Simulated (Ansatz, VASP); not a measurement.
# Two plane-wave programs on ZnCu

```xyz
2
Lattice="2.8688 0.0000 0.0000 0.0000 2.8688 0.0000 0.0000 0.0000 2.8688" Properties=species:S:1:pos:R:3 pbc="T T T"
Zn    1.4344    1.4344    1.4344
Cu    0.0000    0.0000    0.0000
```

Alike in both runs: functional LDA; k mesh 11 × 11 × 11; occupations fermi-dirac, width 0.1 eV; no spin polarisation.

Ansatz relaxed the structure, and its values are those at the end. VASP's run is a single point on that final structure, the one shown.

|  | VASP | Ansatz |
| --- | --- | --- |
| version | VASP 6.6.1 | Ansatz 0.2.0 |
| potentials or method | VASP PAW LDA potentials, release 64 (Zn, Cu_sv_GW), cutoff 820 eV | PAW plane waves |
| valence electrons in the cell | 31 | 31 |

```csv
,VASP,Ansatz,Ansatz less VASP
gap on the k mesh at the Fermi level (eV),none,none,-
pressure (GPa),-0.2,0.0,+0.18
```

Ansatz warns that its potentials were made for another functional, while VASP's fit it. LDA's correlation is that of Perdew and Zunger in VASP and of Perdew and Wang (1992) in Ansatz. A gap of «none» marks a metal or a gap that the smearing closes.
